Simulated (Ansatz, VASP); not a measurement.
# One calculation of PbSe, two programs

```
Pb Se
1.0
     3.96525    0.00000    0.00000
     0.00000    3.96525    0.00000
     0.00000    0.00000    3.96525
Pb Se
1 1
Direct
  0.00000 0.00000 0.00000
  0.50000 0.50000 0.50000
```

Alike in both runs: task single point; functional PBE; k mesh 12 × 12 × 12; occupations gaussian, width 0.1 eV; no spin polarisation.

|  | VASP | Ansatz |
| --- | --- | --- |
| version | VASP 6.6.1 | Ansatz 0.2.0 |
| potentials or method | VASP PAW PBE potentials, release 64 (Pb_d, Se), cutoff 500 eV | scalar-relativistic, plane waves, PAW |
| valence electrons in the cell | 20 | 30 |

```tsv
	VASP	Ansatz	Ansatz less VASP
gap on the k mesh at the Fermi level (eV)	none	none	-
pressure (GPa)	-5.1	-5.1	+0.03
```

A gap of «none» marks a metal or a gap that the smearing closes. The functional is the same, so the differences come from potentials, cutoffs and numerics. VASP's potentials hold 20 valence electrons a cell and Ansatz's 30, so a difference there can come from the potentials and not from the codes.

Neither program's run includes spin-orbit coupling.
